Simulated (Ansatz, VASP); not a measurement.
Sc4Al in VASP and in Ansatz

File INCAR:

```
PREC = Accurate ; ENCUT = 520
EDIFF = 1E-6 ; ISMEAR = 0
SIGMA = 0.1 ; LREAL = F
LASPH = T ; NELM = 150
ALGO = Normal ; ISIF = 2
LWAVE = F ; LCHARG = F
ISPIN = 2 ; MAGMOM = 1 1 1 1 0
LORBIT = 11 ; LMAXMIX = 4
GGA = PE ; NBANDS = 36
```

The input KPOINTS:

```
regular mesh
0
Gamma
  6 6 6
```

Contents of POSCAR:

```
Sc4Al
1.0
    2.4724867790      1.4274909074      5.2630382209
   -2.4724867790      1.4274909074      5.2630382209
    0.0000000000     -2.8549818149      5.2630382209
Sc Al
4 1
Direct
    0.6835879333      0.6835879333      0.6835879333
    0.1047789798      0.1047789798      0.1047789798
    0.8952210202      0.8952210202      0.8952210202
    0.3164120667      0.3164120667      0.3164120667
    0.5000000000      0.5000000000      0.5000000000
```

Input for Ansatz:

```yaml
crystal:
  lattice:
    - [2.472486779, 1.4274909074, 5.2630382209]
    - [-2.472486779, 1.4274909074, 5.2630382209]
    - [0.0, -2.8549818149, 5.2630382209]
  atoms:
    - { symbol: Sc, position: [0.6835879333, 0.6835879333, 0.6835879333], spin: 1.0 }
    - { symbol: Sc, position: [0.1047789798, 0.1047789798, 0.1047789798], spin: 1.0 }
    - { symbol: Sc, position: [0.8952210202, 0.8952210202, 0.8952210202], spin: 1.0 }
    - { symbol: Sc, position: [0.3164120667, 0.3164120667, 0.3164120667], spin: 1.0 }
    - { symbol: Al, position: [0.5, 0.5, 0.5] }
basis:
  ecutwfc: 420
kpoints:
  mp_grid: { grid: [6, 6, 6] }
hamiltonian:
  xc: pbe
scf:
  occupations: { method: gaussian, width: 0.1 }
  lower_state_search: "off"
output:
  forces: true
  stress: true
  eigenvalues: true
  populations: true
magnetization:
  spin_polarized: true
```

Alike in both runs: task single point; functional PBE; k mesh 6 × 6 × 6; occupations gaussian, width 0.1 eV; collinear spin.

```csv
,VASP,Ansatz
version,VASP 6.6.1,Ansatz 0.2.0
potentials or method,"VASP PAW PBE potentials, release 64 (Sc_sv, Al), cutoff 520 eV","scalar-relativistic, plane waves, PAW"
valence electrons in the cell,47,47
```

|  | VASP | Ansatz | Ansatz less VASP |
| --- | --- | --- | --- |
| gap on the k mesh at the Fermi level (eV) | none | none | - |
| pressure (GPa) | 0.2 | 0.2 | -0.02 |
| traceless stress, the component that is largest in VASP (GPa) | 0.13 | 0.12 | -0.003 |
| rms of the force components (eV/Å) | 0.006 | 0.005 | -0.0009 |
| net moment per atom (μB) | 0.00 | 0.00 | 0.000 |

Atom by atom the forces differ by 0.001 eV/Å (rms over components). A gap of «none» marks a metal or a gap that the smearing closes. Ansatz's warnings: seeded moment not kept.
